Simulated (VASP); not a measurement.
# HfO7 (Fm-3m) in VASP: further runs, part 2 of 2

VASP 6.6.1. The steps go on from the part before.

**3. Single point, PBE**

This run uses another cell than the first one, of 10.58 Å³/atom, 1.216 times its volume.

Input file INCAR:

```
PREC     = Accurate       # precision mode
ENCUT    = 520            # plane-wave cutoff, eV
EDIFF    = 1E-6           # SCF threshold, eV
ISMEAR   = 0              # smearing method
SIGMA    = 0.1            # smearing width, eV
LREAL    = F              # projectors in reciprocal space
LASPH    = T              # aspherical terms in the spheres
NELM     = 80             # most SCF steps
ALGO     = Normal         # electronic algorithm
ISIF     = 2              # what is computed and relaxed
LWAVE    = F              # write WAVECAR
LCHARG   = F              # write CHGCAR
GGA      = PE             # functional
NBANDS   = 36             # bands
```

Input file KPOINTS:

```
Automatic mesh
0
Gamma
  4 4 4
```

Input file POSCAR:

```
HfO7
1.0
    0.0000000000      3.4849309000      3.4849309000
    3.4849309000      0.0000000000      3.4849309000
    3.4849309000      3.4849309000      0.0000000000
Hf O
1 7
Direct
    0.0000000000      0.0000000000      0.0000000000
    0.5000000000      0.5000000000      0.5000000000
    0.0000000000      0.0000000000      0.5000000000
    0.5000000000      0.0000000000      0.5000000000
    0.0000000000      0.5000000000      0.5000000000
    0.5000000000      0.5000000000      0.0000000000
    0.0000000000      0.5000000000      0.0000000000
    0.5000000000      0.0000000000      0.0000000000
```

Potentials or basis: VASP PAW PBE potentials, release 64 (Hf_pv, O).

Started as:

```sh
$ cat potpaw_PBE.64/Hf_pv/POTCAR potpaw_PBE.64/O/POTCAR > POTCAR
$ mpirun -np 1 vasp_std > vasp.out
```

OUTCAR:

```text
PREC = Accurate
   ENCUT = 520
   EDIFF = 1E-6
   ISMEAR = 0
   LREAL = F
   LASPH = T
   NELM = 80
   ISIF = 2
   GGA = PE

 ion  position               nearest neighbor table
   1  0.000  0.000  0.000-   3 2.46   7 2.46   8 2.46   3 2.46   4 2.46   5 2.46   5 2.46   6 2.46
                             7 2.46   4 2.46   6 2.46   8 2.46
   2  0.500  0.500  0.500-
   3  0.000  0.000  0.500-   1 2.46   1 2.46
   4  0.500  0.000  0.500-   1 2.46   1 2.46
   5  0.000  0.500  0.500-   1 2.46   1 2.46
   6  0.500  0.500  0.000-   1 2.46   1 2.46
   7  0.000  0.500  0.000-   1 2.46   1 2.46
   8  0.500  0.000  0.000-   1 2.46   1 2.46

  LATTYP: Found a face centered cubic cell.
 ALAT       =     6.9698618000

  Lattice vectors:

 A1 = (   0.0000000000,   3.4849309000,   3.4849309000)
 A2 = (   3.4849309000,   0.0000000000,   3.4849309000)
 A3 = (   3.4849309000,   3.4849309000,   0.0000000000)

Analysis of symmetry for initial positions (statically):
=====================================================================
 Subroutine PRICEL returns:
[... 172 lines left out ...]
 Fermi energy:         1.4861124894

 k-point     1 :       0.0000    0.0000    0.0000
  band No.  band energies     occupation
      1     -29.7800      2.00000
      2     -29.7800      2.00000
      3     -29.7800      2.00000
      4     -17.4194      2.00000
      5     -15.1283      2.00000
      6     -15.1283      2.00000
[... 301 lines left out ...]
     35       6.9079      0.00000
     36       8.0394      0.00000

------------------------ aborting loop because EDIFF is reached ----------------------------------------

  FORCE on cell =-STRESS in cart. coord.  units (eV):
  Direction    XX          YY          ZZ          XY          YZ          ZX
  --------------------------------------------------------------------------------------
  -------------------------------------------------------------------------------------
  Total      -13.4050982    -13.4050982    -13.4050982     -0.0000000      0.0000000      0.0000000
  in kB     -253.7278120   -253.7278120   -253.7278120     -0.0000000      0.0000000      0.0000000
  external PRESSURE =    -253.7278120 kB  Pullay stress =       0.0000000 kB

 VOLUME and BASIS-vectors are now :
 -----------------------------------------------------------------------------
  energy-cutoff  :      520.00
  volume of cell :       84.65
      direct lattice vectors                 reciprocal lattice vectors
     0.000000000  3.484930900  3.484930900    -0.143474868  0.143474868  0.143474868
     3.484930900  0.000000000  3.484930900     0.143474868 -0.143474868  0.143474868
     3.484930900  3.484930900  0.000000000     0.143474868  0.143474868 -0.143474868

 POSITION                                       TOTAL-FORCE (eV/Angst)
 -----------------------------------------------------------------------------------
      0.00000      0.00000      0.00000        -0.000000      0.000000     -0.000000
      3.48493      3.48493      3.48493         0.000000     -0.000000     -0.000000
      1.74247      1.74247      0.00000        -0.000000      0.000000      0.000000
      1.74247      3.48493      1.74247         0.000000     -0.000000     -0.000000
      3.48493      1.74247      1.74247         0.000000      0.000000     -0.000000
      1.74247      1.74247      3.48493         0.000000      0.000000     -0.000000
      1.74247      0.00000      1.74247         0.000000      0.000000     -0.000000
      0.00000      1.74247      1.74247        -0.000000      0.000000     -0.000000
 -----------------------------------------------------------------------------------
    total drift:                                0.000000     -0.000000      0.000000

  FREE ENERGIE OF THE ION-ELECTRON SYSTEM (eV)
  ---------------------------------------------------
  free  energy   TOTEN  =       -39.7489662356 eV

  energy  without entropy=      -39.6472893852  energy(sigma->0) =      -39.69812781
```

OSZICAR:

```text
N       E                     dE             d eps       ncg     rms          rms(c)
DAV:   1     0.286609537021E+03    0.28661E+03   -0.29630E+04   576   0.141E+03
DAV:   2    -0.266954964277E+02   -0.31331E+03   -0.30132E+03   736   0.325E+02
DAV:   3    -0.435035031664E+02   -0.16808E+02   -0.16303E+02   628   0.696E+01
[... 15 lines left out ...]
DAV:  19    -0.397489537607E+02    0.70324E-03   -0.21657E-03   684   0.126E-01    0.426E-02
DAV:  20    -0.397489672090E+02   -0.13448E-04   -0.12574E-04   576   0.500E-02    0.273E-02
DAV:  21    -0.397489915503E+02   -0.24341E-04   -0.16285E-04   496   0.319E-02    0.727E-02
DAV:  22    -0.397489659289E+02    0.25621E-04   -0.76547E-05   536   0.209E-02    0.631E-03
DAV:  23    -0.397489662356E+02   -0.30674E-06   -0.13354E-06   304   0.512E-03
   1 F= -.39748966E+02 E0= -.39698128E+02  d E =-.101677E+00
```

stdout:

```text
POSCAR found type information on POSCAR HfO
 POSCAR found :  2 types and       8 ions
 scaLAPACK will be used
 LDA part: xc-table for (Slater+PW92), standard interpolation
 POSCAR, INCAR and KPOINTS ok, starting setup
 FFT: planning ... GRIDC
 FFT: planning ... GRID_SOFT
 FFT: planning ... GRID
 WAVECAR not read
 entering main loop
```

Run time: 80 s. Hardware: 1 thread of Intel Xeon 8259CL, shared host; peak memory 0.24 GiB.

What came out:

```yaml
Free_energy: -39.7490 eV
Pressure: -25.4 GPa
Band_gap_on_the_k_mesh: zero (band 26 reaches 1.88 eV, above the bottom of band 27 at 1.29 eV)
```

Caveat: the k points lie up to 0.39 Å⁻¹ apart; spin-orbit coupling is left out, which moves the levels of the heavy elements.

**4. Relaxation of cell and atoms, PBE**

This run uses another cell than the first one, of 10.58 Å³/atom, 1.216 times its volume.

Input file INCAR:

```
SYSTEM = HfO7
PREC = Accurate ; ENCUT = 600
EDIFF = 1E-6 ; ISMEAR = 0
SIGMA = 0.1 ; LREAL = .False.
LASPH = .True. ; NELM = 80
ALGO = Normal ; ISIF = 3
LWAVE = .False. ; LCHARG = .False.
GGA = PE ; IBRION = 2
NSW = 90 ; EDIFFG = -0.04
```

Input file KPOINTS:

```
Automatic mesh
0
Gamma
  4 4 4
  0 0 0
```

POSCAR is that of step 3.

Started as:

```sh
$ cat potpaw_PBE.64/Hf_pv/POTCAR potpaw_PBE.64/O/POTCAR > POTCAR
$ mpirun -np 1 vasp_std > vasp.out
```

Wall time 2.8 min (1 thread of Intel Xeon 8259CL, shared host); peak memory 0.25 GiB.

The run converged. Its results:

| Property | Result |
| --- | --- |
| Free energy | -41.2913 eV |
| Relaxed volume | 8.59 Å³/atom |
| Relaxed cell | a = 4.598 Å, b = 4.598 Å, c = 4.598 Å, α = 60.00°, β = 60.00°, γ = 60.00° |
| Space group after relaxing (to 0.05 Å) | Fm-3m (No. 225) |
| Energy gained by relaxing | 192.3 meV/atom |
| Ionic steps | 3 |
| Pressure after relaxing | 0.1 GPa |
| Band gap on the k mesh | zero (band 26 reaches 4.17 eV, above the bottom of band 27 at 3.31 eV) |

Step by step:
```csv
step,energy change (eV),largest force (eV/Å),pressure (GPa),volume (Å³)
1,0.0000,0.0000,-25.51,84.65
2,-1.4428,0.0000,10.23,65.64
3,-1.5383,0.0000,0.08,68.73
```

Final structure:
```yaml
crystal:
  lattice:
    - [0.00000, 3.25119, 3.25119]
    - [3.25119, 0.00000, 3.25119]
    - [3.25119, 3.25119, 0.00000]
  atoms:
    - { symbol: Hf, position: [0.00000, 0.00000, 0.00000] }
    - { symbol: O, position: [0.50000, 0.50000, 0.50000] }
    - { symbol: O, position: [0.00000, 0.00000, 0.50000] }
    - { symbol: O, position: [0.50000, 0.00000, 0.50000] }
    - { symbol: O, position: [0.00000, 0.50000, 0.50000] }
    - { symbol: O, position: [0.50000, 0.50000, 0.00000] }
    - { symbol: O, position: [0.00000, 0.50000, 0.00000] }
    - { symbol: O, position: [0.50000, 0.00000, 0.00000] }
```

Levels at points of the mesh, in eV from the Fermi level:
```
           k point  band 23  band 24  band 25  band 26  band 27  band 28
(0.00, 0.00, 0.00)    -0.20     0.55     0.55     0.55     0.85     0.85
(0.50, 0.00, 0.00)    -1.50    -0.96    -0.19    -0.19    -0.11     0.65
(0.50, 0.50, 0.00)    -1.91    -1.77    -1.57     0.06     0.06     0.41
```

Caveat: the k points lie up to 0.42 Å⁻¹ apart in the final cell; the volume moved by over 15 % at a fixed basis, so the end points are rough; spin-orbit coupling is left out, which moves the levels of the heavy elements.

**5. Summary**

```tsv
task	cell	cutoff (eV)	gap on the mesh (eV)	pressure (GPa)
single point	a = 4.618 Å, angles 60.0°, 8 atoms	520	none	-2.2
single point	a = 4.928 Å, angles 60.0°, 8 atoms	520	none	-25.4
relaxation of cell and atoms	relaxed from a = 4.928 Å, angles 60.0°, 8 atoms	600	none	0.1
```

Alike in all rows: level PBE; potentials or basis VASP PAW PBE potentials, release 64 (Hf_pv, O); no spin polarisation; k mesh 4 × 4 × 4; smearing gaussian 0.1 eV.

Caveats: all runs use coarse meshes; spin-orbit coupling is left out, which moves the levels of the heavy elements; the volume moved by over 15 % at a fixed basis, so the end points are rough (some runs).

Absolute energies hang on the potentials; compare differences alone.
